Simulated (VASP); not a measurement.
Input of a VASP 6.6.1 run:

The input INCAR:

```
SYSTEM = Sn4O7
ALGO = Normal
EDIFF = 1E-6
ENCUT = 520
GGA = PE
ISIF = 2
ISMEAR = 0
IVDW = 12
KPAR = 4
LASPH = .TRUE.
LCHARG = .TRUE.
LREAL = .FALSE.
LVHAR = .TRUE.
LWAVE = .FALSE.
NBANDS = 60
NELECT = 96.0
NELM = 100
PREC = Accurate
SIGMA = 0.05
```

Contents of KPOINTS:

```
k-points
0
G
  6 6 6
  0 0 0
```

File POSCAR:

```
Sn4O7
1.0
    3.2375465924      1.8691983966      4.2928880043
   -3.2375465924      1.8691983966      4.2928880043
    0.0000000000     -3.7383967932      4.2928880043
Sn O
4 7
Direct
    0.8647861010      0.8647861010      0.8647861010
    0.3647882246      0.3647882246      0.8647861258
    0.3647882246      0.8647861258      0.3647882246
    0.8647861258      0.3647882246      0.3647882246
    0.6211712003      0.1211725069      0.6211712003
    0.6211712003      0.6211712003      0.1211725069
    0.6084038764      0.6084038764      0.6084038764
    0.1211729409      0.1211729409      0.1211729409
    0.0417718165     -0.0081161457      0.5417744847
    0.1084008301      0.6084039388      0.1084008301
    0.6084039388      0.1084008301      0.1084008301
```

Potentials or basis: VASP PAW PBE potentials, release 64 (Sn_d, O).

Command:

```console
$ cat potpaw_PBE.64/Sn_d/POTCAR potpaw_PBE.64/O/POTCAR > POTCAR
$ mpirun -np 4 vasp_std > vasp.out
```

Q: Predict the dispersion energy per atom.

A: -0.200 eV.

Q: Estimate the largest force.

A: 9.242 eV/Å.

Forces in eV/Å, atoms in the order of the input:
```
Sn  -2.916 -8.744  0.677
Sn   2.794 -1.613  1.119
Sn   6.114  6.897  0.677
Sn  -1.837  1.061 -2.719
O   -2.672 -0.590 -0.758
O    0.082 -0.047 -0.184
O   -0.751 -0.521 -0.082
O   -0.825  2.609 -0.758
O    0.005 -0.003  2.141
O    0.076  0.911 -0.082
O   -0.071  0.041 -0.030
```

Caveat: the cell carries a net charge on a neutralising background, which shifts energy and pressure; the cell differs from its parent crystal (atoms taken out, atom 9 moved 0.333 of the way to it and -0.600 Å across, host rigid).
